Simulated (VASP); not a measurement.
Runs of VASP 6.6.1 on TaC2. The structure is that of space group P6/mmm (No. 191), or close to it. The cells are those of the table. 

```csv
task,cell,k mesh,cutoff (eV),gap on the mesh (eV),pressure (GPa),relaxed volume (Å³/atom)
single point,"a = 3.239, b = 3.239, c = 3.041 Å, angles 90.0, 90.0, 120.0°, 3 atoms",18 × 18 × 16,520,none,(a),-
relaxation of cell and atoms,"relaxed from a = 3.247, b = 3.247, c = 3.024 Å, angles 90.0, 90.0, 120.0°, 3 atoms",18 × 18 × 16,600,none,0.1,9.23
relaxation of cell and atoms,"relaxed from a = 3.410, b = 3.410, c = 3.635 Å, angles 90.0, 90.0, 120.0°, 3 atoms",6 × 6 × 6,600,none,0.0,(b)
single point,"a = 3.247, b = 3.247, c = 3.024 Å, angles 90.0, 90.0, 120.0°, 3 atoms",6 × 6 × 6,520,none,0.4,-
single point,"a = 3.410, b = 3.410, c = 3.635 Å, angles 90.0, 90.0, 120.0°, 3 atoms",6 × 6 × 6,520,none,-41.5,-
```

Alike in all rows: level PBE; potentials or basis VASP PAW PBE potentials, release 64 (Ta_pv, C); no spin polarisation; smearing gaussian 0.1 eV.

Question: Estimate the missing entries.

Answer: (a) 0.7; (b) 9.21.

Caveats: some runs use coarse meshes; spin-orbit coupling is left out, which moves the levels of the heavy elements; the volume moved by over 15 % at a fixed basis, so the end points are rough (some runs).

A k mesh can miss the band edges, and the runs leave out spin-orbit coupling on Ta.

A gap of «none» marks levels without a gap at the run's occupations.
